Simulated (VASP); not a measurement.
# ZnAu (R-3m) in VASP: single point with PBEsol

Aim: the single point of ZnAu with PBEsol.

Program: VASP 6.6.1. These are calculated values, not measurements. Logs are shortened: lines on timing, memory, paths and dates and some standing lists are left out, and cuts for length are marked.

### Step 1. The cell of the first run

Symmetry: R-3m, No. 166, trigonal system. The conventional cell has a = 4.309 Å, b = 4.309 Å, c = 6.259 Å, α = 90.00°, β = 90.00°, γ = 120.00°. Zn (site symmetry -3m) has 8 Au at 2.70 to 3.13 Å and 6 Zn at 3.25 Å within 3.6 Å. Au (site symmetry -3m) has 8 Zn at 2.70 to 3.13 Å and 6 Au at 3.25 Å within 3.6 Å.

### Step 2. Single point, PBEsol (strained)

File INCAR:

```
SYSTEM = ZnAu
PREC = Accurate
ENCUT = 520
EDIFF = 1E-6
ISMEAR = 0
SIGMA = 0.1
LREAL = .False.
LASPH = .True.
NELM = 80
ALGO = Fast
ISIF = 2
LWAVE = .False.
LCHARG = .False.
GGA = PS
NBANDS = 18
```

File KPOINTS:

```
regular mesh
0
Gamma
  12 12 12
  0 0 0
```

File POSCAR:

```
ZnAu
1.0
    3.2357454000      0.1888200000      0.1888200000
    0.1888200000      3.2357454000      0.1888200000
    0.1888200000      0.1888200000      3.2357454000
Zn Au
1 1
Direct
    0.5000000000      0.5000000000      0.5000000000
    0.0000000000      0.0000000000      0.0000000000
```

Potentials or basis: VASP PAW PBE potentials, release 64 (Zn, Au).

Started as:

```bash
$ cat potpaw_PBE.64/Zn/POTCAR potpaw_PBE.64/Au/POTCAR > POTCAR
$ mpirun -np 1 vasp_std > vasp.out
```

OUTCAR:

```text
SYSTEM = ZnAu
   PREC = Accurate
   ENCUT = 520
   EDIFF = 1E-6
   ISMEAR = 0
   LREAL = .False.
   LASPH = .True.
   NELM = 80
   ISIF = 2
   GGA = PS

 ion  position               nearest neighbor table
   1  0.500  0.500  0.500-   2 2.70   2 2.70   2 2.70   2 2.70   2 2.70   2 2.70   2 3.13   2 3.13

   2  0.000  0.000  0.000-   1 2.70   1 2.70   1 2.70   1 2.70   1 2.70   1 2.70   1 3.13   1 3.13

  LATTYP: Found a trigonal (rhomboedric) cell.
 ALAT       =     3.2467451822
 COS(alpha) =     0.1193015482

  Lattice vectors:

 A1 = (   3.2357454000,   0.1888200000,   0.1888200000)
 A2 = (   0.1888200000,   3.2357454000,   0.1888200000)
 A3 = (   0.1888200000,   0.1888200000,   3.2357454000)

Analysis of symmetry for initial positions (statically):
=====================================================================
 Subroutine PRICEL returns:
 Original cell was already a primitive cell.

 Routine SETGRP: Setting up the symmetry group for a
 trigonal (rhombohedral) supercell.

 Subroutine GETGRP returns: Found 12 space group operations
 (whereof 12 operations were pure point group operations)
 out of a pool of 12 trial point group operations.

The static configuration has the point symmetry D_3d.

Analysis of symmetry for dynamics (positions and initial velocities):
=====================================================================
 Subroutine PRICEL returns:
 Original cell was already a primitive cell.

 Routine SETGRP: Setting up the symmetry group for a
 trigonal (rhombohedral) supercell.

 Subroutine GETGRP returns: Found 12 space group operations
 (whereof 12 operations were pure point group operations)
 out of a pool of 12 trial point group operations.

The dynamic configuration has the point symmetry D_3d.

 Subroutine INISYM returns: Found 12 space group operations
 (whereof 12 operations are pure point group operations),
 and found     1 'primitive' translations

----------------------------------------------------------------------------------------

                                     Primitive cell

  volume of cell :      33.5458

  direct lattice vectors                    reciprocal lattice vectors
     3.235745400  0.188820000  0.188820000     0.311049393 -0.017150307 -0.017150307
     0.188820000  3.235745400  0.188820000    -0.017150307  0.311049393 -0.017150307
     0.188820000  0.188820000  3.235745400    -0.017150307 -0.017150307  0.311049393

  length of vectors
     3.246745182  3.246745182  3.246745182     0.311993575  0.311993575  0.311993575

  position of ions in fractional coordinates (direct lattice)
     0.500000000  0.500000000  0.500000000
     0.000000000  0.000000000  0.000000000

  ion indices of the primitive-cell ions
   primitive index   ion index
                 1           1
                 2           2

----------------------------------------------------------------------------------------

 KPOINTS: regular mesh

Automatic generation of k-mesh.
 Grid dimensions read from file:
 generate k-points for:   12   12   12

 Generating k-lattice:

  Cartesian coordinates                     Fractional coordinates (reciprocal lattice)
     0.025920783 -0.001429192 -0.001429192     0.083333333  0.000000000  0.000000000
    -0.001429192  0.025920783 -0.001429192     0.000000000  0.083333333  0.000000000
    -0.001429192 -0.001429192  0.025920783     0.000000000  0.000000000  0.083333333

  Length of vectors
     0.025999465  0.025999465  0.025999465

  Shift w.r.t. Gamma in fractional coordinates (k-lattice)
     0.000000000  0.000000000  0.000000000

 Subroutine IBZKPT returns following result:
 ===========================================

 Found    189 irreducible k-points:

 Following reciprocal coordinates:
            Coordinates               Weight
  0.000000  0.000000  0.000000      1.000000
  0.083333 -0.000000 -0.000000      6.000000
  0.166667 -0.000000 -0.000000      6.000000
  0.250000 -0.000000  0.000000      6.000000
  0.333333  0.000000  0.000000      6.000000
  0.416667  0.000000  0.000000      6.000000
[... 16 lines left out ...]
  0.500000  0.166667 -0.000000     12.000000
 -0.416667  0.166667  0.000000     12.000000
 [... further k-points ...]
   k-points           NKPTS =    189   k-points in BZ     NKDIM =    189   number of bands    NBANDS=     18
   number of dos      NEDOS =    301   number of ions     NIONS =      2
   total plane-waves  NPLWV =  13824
   dimension x,y,z NGX =    24 NGY =   24 NGZ =   24
   dimension x,y,z NGXF=    48 NGYF=   48 NGZF=   48
   ions per type =               1   1
   NGX,Y,Z   is equivalent  to a cutoff of  12.29, 12.29, 12.29 a.u.
   NGXF,Y,Z  is equivalent  to a cutoff of  24.58, 24.58, 24.58 a.u.
 SYSTEM =  ZnAu
   PREC   = accura    normal or accurate (medium, high low for compatibility)
   ISTART =      0    job   : 0-new  1-cont  2-samecut
   ICHARG =      2    charge: 1-file 2-atom 10-const
   ISPIN  =      1    spin polarized calculation?
   LNONCOLLINEAR =      F non collinear calculations
   LSORBIT =      F    spin-orbit coupling
   LASPH  =      T    aspherical Exc in radial PAW
   ENCUT  =  520.0 eV  38.22 Ry    6.18 a.u.   6.04  6.04  6.04*2*pi/ulx,y,z
   NELM   =     80;   NELMIN=  2; NELMDL= -5     # of ELM steps
   EDIFF  = 0.1E-05   stopping-criterion for ELM
   LREAL  =      F    real-space projection
   EDIFFG = 0.1E-04   stopping-criterion for IOM
   NSW    =      0    number of steps for IOM
   IBRION =     -1    ionic relax: 0-MD 1-quasi-New 2-CG
   NFREE  =      0    steps in history (QN), initial steepest desc. (CG)
   ISIF   =      2    stress and relaxation
   ISYM   =      2    0-nonsym 1-usesym 2-fastsym
   POTIM  = 0.5000    time-step for ionic-motion
   TEBEG  =    0.0;   TEEND  =   0.0 temperature during run
   PSTRESS=    0.0 pullay stress
   NELECT =      23.0000    total number of electrons
   NUPDOWN=      -1.0000    fix difference up-down
   EMIN   =  10.00;   EMAX   =-10.00  energy-range for DOS
   EFERMI =   0.00;   METHOD = LEGACY
   ISMEAR =     0;   SIGMA  =   0.10  broadening in eV -4-tet -1-fermi 0-gaus
   EFERMI_NEDOS =   21; number of points for ismear=-14 and -15
   IALGO  =     68    algorithm
   IMIX   =      4    mixing-type and parameters
     AMIX     =   0.40;   BMIX     =  1.00
     AMIX_MAG =   1.60;   BMIX_MAG =  1.00
  volume/ion in A,a.u.               =      16.77       113.19
  Fermi-wavevector in a.u.,A,eV,Ry     =   1.443571  2.727954 28.353141  2.083897
  Thomas-Fermi vector in A             =   2.561964
   LORBIT       =      0    0 simple, 1 ext, 2 COOP (PROOUT), +10 PAW based schemes
   GGA     = PS    functional components
   LHFCALC =     F    Hartree Fock is set to
   AEXX    =    0.0000 exact exchange contribution
   IVDW    =     0    specifies the selected vdW correction
   LEPSILON=     F    determine dielectric tensor
   LRPA    =     F    only Hartree local field effects (RPA)
 non-spin polarized calculation
 RMM-DIIS sequential band-by-band and
 Gauss-broadening in eV      SIGMA  =   0.10
  energy-cutoff  :      520.00
  volume of cell :       33.55
 maximum number of plane-waves:       916
   NGX = 13   NGY = 13   NGZ = 13

 number of electron      23.0000043 magnetization

 Free energy of the ion-electron system (eV)
  ---------------------------------------------------
  ext. energy  EPLUGINS =         0.00000000
  ---------------------------------------------------
  free energy    TOTEN  =        -5.77749418 eV

  energy without entropy =       -5.77511185  energy(sigma->0) =       -5.77630301

 E-fermi :   5.9224     XC(G=0): -12.1033

 val. band max:        5.9058024164   @ k =  -0.4167   0.5000   0.2500
 cond. band min:       5.9297881399   @ k =   0.4167   0.4167   0.0833
 fundamental gap:      0.0239857235
 Fermi energy:         5.9223821390

 k-point     1 :       0.0000    0.0000    0.0000
  band No.  band energies     occupation
      1      -3.9689      2.00000
      2      -1.7564      2.00000
      3      -1.7564      2.00000
      4      -1.3966      2.00000
      5      -1.3966      2.00000
      6      -1.0612      2.00000
[... 10 lines left out ...]
     17      17.8621      0.00000
     18      22.2954      0.00000

 k-point     2 :       0.0833   -0.0000   -0.0000
  band No.  band energies     occupation
      1      -3.8509      2.00000
      2      -1.7340      2.00000
      3      -1.7276      2.00000
      4      -1.3903      2.00000
      5      -1.3818      2.00000
      6      -1.0659      2.00000
[... 10 lines left out ...]
     17      18.3973      0.00000
     18      22.1123      0.00000

 k-point     3 :       0.1667   -0.0000   -0.0000
  band No.  band energies     occupation
      1      -3.5033      2.00000
      2      -1.6714      2.00000
      3      -1.6492      2.00000
      4      -1.3711      2.00000
      5      -1.3410      2.00000
      6      -1.0783      2.00000
[... 10 lines left out ...]
     17      19.8653      0.00000
     18      21.2636      0.00000

 k-point     4 :       0.2500   -0.0000    0.0000
  band No.  band energies     occupation
      1      -2.9480      2.00000
      2      -1.5824      2.00000
      3      -1.5422      2.00000
      4      -1.3394      2.00000
      5      -1.2848      2.00000
      6      -1.0925      2.00000
[... 10 lines left out ...]
     17      19.3405      0.00000
     18      20.9055      0.00000

 k-point     5 :       0.3333    0.0000    0.0000
  band No.  band energies     occupation
      1      -2.2394      2.00000
      2      -1.4902      2.00000
      3      -1.4298      2.00000
      4      -1.2978      2.00000
      5      -1.2290      2.00000
      6      -1.0996      2.00000
[... 10 lines left out ...]
     17      17.9009      0.00000
     18      19.9253      0.00000

 k-point     6 :       0.4167    0.0000    0.0000
  band No.  band energies     occupation
      1      -1.5825      2.00000
      2      -1.4227      2.00000
      3      -1.2714      2.00000
      4      -1.2571      2.00000
      5      -1.1780      2.00000
      6      -1.0933      2.00000
[... 10 lines left out ...]
     17      17.7327      0.00000
     18      18.7706      0.00000

 k-point     7 :       0.5000   -0.0000    0.0000
  band No.  band energies     occupation
      1      -1.4382      2.00000
      2      -1.3986      2.00000
      3      -1.2389      2.00000
      4      -1.1910      2.00000
      5      -1.0941      2.00000
      6      -0.9505      2.00000
[... 10 lines left out ...]
     17      18.0494      0.00000
     18      18.7200      0.00000

 k-point     8 :       0.0833    0.0833    0.0000
  band No.  band energies     occupation
      1      -3.7634      2.00000
      2      -1.7241      2.00000
      3      -1.6988      2.00000
      4      -1.4059      2.00000
      5      -1.3752      2.00000
      6      -1.0686      2.00000
[... 10 lines left out ...]
     17      18.4625      0.00000
     18      21.0336      0.00000
[... 229 lines left out ...]
     17      19.4306      0.00000
     18      19.9612      0.00000

 k-point    20 :       0.2500    0.1667    0.0000
  band No.  band energies     occupation
      1      -2.7434      2.00000
      2      -1.6088      2.00000
      3      -1.4482      2.00000
      4      -1.4299      2.00000
      5      -1.2487      2.00000
      6      -1.1027      2.00000
[... 10 lines left out ...]
     17      19.4982      0.00000
     18      20.8617      0.00000

 k-point    21 :       0.3333    0.1667   -0.0000
  band No.  band energies     occupation
      1      -2.2147      2.00000
      2      -1.5569      2.00000
      3      -1.4157      2.00000
      4      -1.3550      2.00000
      5      -1.1644      2.00000
      6      -1.0432      2.00000
[... 10 lines left out ...]
     17      19.2609      0.00000
     18      20.2165      0.00000

 k-point    22 :       0.4167    0.1667   -0.0000
  band No.  band energies     occupation
      1      -1.7829      2.00000
      2      -1.5155      2.00000
      3      -1.3650      2.00000
      4      -1.3094      2.00000
      5      -1.1807      2.00000
      6      -0.6920      2.00000
[... 10 lines left out ...]
     17      19.1366      0.00000
     18      19.7579      0.00000

 k-point    23 :       0.5000    0.1667   -0.0000
  band No.  band energies     occupation
      1      -1.5786      2.00000
      2      -1.4994      2.00000
      3      -1.3047      2.00000
      4      -1.2882      2.00000
      5      -1.2061      2.00000
      6      -0.2372      2.00000
[... 10 lines left out ...]
     17      18.7871      0.00000
     18      20.1179      0.00000

 k-point    24 :      -0.4167    0.1667    0.0000
  band No.  band energies     occupation
      1      -1.6180      2.00000
      2      -1.4654      2.00000
      3      -1.3031      2.00000
      4      -1.2573      2.00000
      5      -1.2001      2.00000
      6      -0.5077      2.00000
[... 10 lines left out ...]
     17      18.5433      0.00000
     18      20.7575      0.00000

 [... further k-points ...]
[... 5 lines left out ...]
  --------------------------------------------------------------------------------------
  -------------------------------------------------------------------------------------
  Total       -1.4524058     -1.4524058     -1.4524058     -0.3802021     -0.3802021     -0.3802021
  in kB      -69.3682332    -69.3682332    -69.3682332    -18.1588010    -18.1588010    -18.1588010
  external PRESSURE =     -69.3682332 kB  Pullay stress =       0.0000000 kB

 VOLUME and BASIS-vectors are now :
 -----------------------------------------------------------------------------
  energy-cutoff  :      520.00
  volume of cell :       33.55
      direct lattice vectors                 reciprocal lattice vectors
     3.235745400  0.188820000  0.188820000     0.311049393 -0.017150307 -0.017150307
     0.188820000  3.235745400  0.188820000    -0.017150307  0.311049393 -0.017150307
     0.188820000  0.188820000  3.235745400    -0.017150307 -0.017150307  0.311049393

 POSITION                                       TOTAL-FORCE (eV/Angst)
 -----------------------------------------------------------------------------------
      1.80669      1.80669      1.80669         0.000000      0.000000      0.000000
      0.00000      0.00000      0.00000        -0.000000     -0.000000     -0.000000
 -----------------------------------------------------------------------------------
    total drift:                               -0.000000      0.000000     -0.000000

  FREE ENERGIE OF THE ION-ELECTRON SYSTEM (eV)
  ---------------------------------------------------
  free  energy   TOTEN  =        -5.7774941760 eV

  energy  without entropy=       -5.7751118517  energy(sigma->0) =       -5.77630301
```

Run time: 25 s. Hardware: 1 thread of Intel Xeon 6975P-C (Granite Rapids), shared host; peak memory 0.23 GiB.

Results:

| Property | Result |
| --- | --- |
| Free energy | -5.7775 eV |
| Pressure | -6.9 GPa |
| Band gap on the k mesh | zero (an odd number of electrons rules out a gap without spin polarisation) |

Caveat: the cell differs from its parent crystal (strained); the cell stands under tension; the PAW data sets were made with another functional, which shifts forces and pressure a little; spin-orbit coupling is left out, which moves the levels of the heavy elements.

The gap in the log of VASP goes by the Fermi energy; the results here count the filled bands.